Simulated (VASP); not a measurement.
Write the native input for VASP 6.6.1 that does the following.

- Task: single point
- Functional: LDA
- Potentials or basis: VASP PAW PBE potentials, release 64 (Yb, P)
- Cutoff: 520 eV
- k mesh: 7 × 7 × 7
- Occupations: fermi-dirac, width 0.1 eV
- Spin: no spin polarisation
- Dipole correction: no
- Further INCAR settings: ALGO = Normal; EDIFF = 1e-06; NBANDS = 22

The structure of YbP lies in POSCAR:

```
YbP
1.0
    0.0000000000      2.7757500000      2.7757500000
    2.7757500000      0.0000000000      2.7757500000
    2.7757500000      2.7757500000      0.0000000000
Yb P
1 1
Direct
    0.5000000000      0.5000000000      0.5000000000
    0.0000000000      0.0000000000      0.0000000000
```

These files were run (other wordings do the same):

INCAR

```
SYSTEM = YbP
ALGO = Normal
EDIFF = 1E-6
ENCUT = 520
GGA = CA
ISIF = 2
ISMEAR = -1
LASPH = .True.
LCHARG = .False.
LREAL = .False.
LWAVE = .False.
NBANDS = 22
NELM = 80
PREC = Accurate
SIGMA = 0.1
```

KPOINTS

```
k-points
0
Gamma
  7 7 7
  0 0 0
```

Potentials or basis: VASP PAW PBE potentials, release 64 (Yb, P).

The run is started by

```console
$ cat potpaw_PBE.64/Yb/POTCAR potpaw_PBE.64/P/POTCAR > POTCAR
$ mpirun -np 1 vasp_std > vasp.out
```

Results of the run:

```yaml
Pressure: -3.1 GPa
```

Caveat: the PAW data sets were made with another functional, which shifts forces and pressure a little.

It took 89 s on 1 thread of AMD EPYC 7R13, with other jobs on the host, peak memory 0.14 GiB.
